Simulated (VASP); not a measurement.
Crystal: TiO.

```
CELL_PARAMETERS angstrom
3.19973 0.00000 0.00000
-1.59986 2.77104 0.00000
0.00000 0.00000 2.90524
ATOMIC_POSITIONS crystal
Ti 0.66667 0.33333 0.00000
O 0.00000 0.00000 0.50000
```

Base run:

* Program: VASP 6.6.1
* Functional: PBEsol
* Potentials or basis: VASP PAW PBE potentials, release 64 (Ti_sv, O)
* Cutoff: 600 eV
* k mesh: 18 × 18 × 16
* Occupations: gaussian, width 0.15 eV
* Spin: no spin polarisation
* Hubbard terms: Ti d U = 5.0 eV

Its results: band gap on the k mesh zero (band 9 reaches 8.63 eV, above the bottom of band 10 at 7.32 eV); pressure -31.3 GPa.

The run is repeated on the same cell with these changes: cutoff from 600 eV to 520 eV; hubbard terms from Ti d U = 5.0 eV to none. What comes out?

Band gap on the k mesh zero (band 9 reaches 7.86 eV, above the bottom of band 10 at 7.29 eV); pressure -38.7 GPa.

Caveats: the PAW data sets were made with another functional, which shifts forces and pressure a little; U without spin polarisation on a metal has little footing (some runs); semilocal functionals often make such compounds metallic where correlation or magnetic order opens a gap, which also shifts bond lengths (some runs).
